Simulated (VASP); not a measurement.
# Li2S: single point with PBEsol

The system is Li2S.

```
Li S
1.0
     2.82731    2.82731    0.00000
    -2.82731    2.82731    0.00000
     0.00000    2.82731    2.82731
Li S
2 1
Direct
  0.25000 0.75000 0.50000
  0.75000 0.25000 0.50000
  0.00000 0.00000 0.00000
```

```yaml
Program: VASP 6.6.1
Task: single point
Functional: PBEsol
Potentials_or_basis: VASP PAW PBE potentials, release 64 (Li_sv, S)
Cutoff: 750 eV
k_mesh: 12 × 12 × 12
Occupations: fermi-dirac, width 0.08 eV
Spin: no spin polarisation
Dipole_correction: no
Further_INCAR_settings: ALGO = Normal; EDIFF = 1e-06; NBANDS = 13
```

| Property | Result |
| --- | --- |
| Pressure | 0.0 GPa |
| Band gap on the k mesh | 3.20 eV, indirect (least direct gap 4.22 eV) |

Levels at points of the mesh, in eV from the valence-band top:
| k point | band 4 | band 5 | band 6 | band 7 | band 8 | band 9 |
| --- | --- | --- | --- | --- | --- | --- |
| (0.00, 0.00, 0.00) | 0.00 | 0.00 | 0.00 | 4.22 | 6.16 | 6.16 |
| (0.50, 0.00, 0.00) | -3.00 | -0.53 | -0.53 | 6.11 | 6.49 | 6.49 |
| (0.50, 0.50, 0.00) | -2.24 | -1.49 | -1.49 | 3.20 | 7.08 | 11.13 |

It took 29 s on 1 thread of Intel(R) Xeon(R) 6975P-C (Granite Rapids), on a shared host, peak memory 0.23 GiB.

Caveat: the PAW data sets were made with another functional, which shifts forces and pressure a little. A k mesh can miss the band edges.
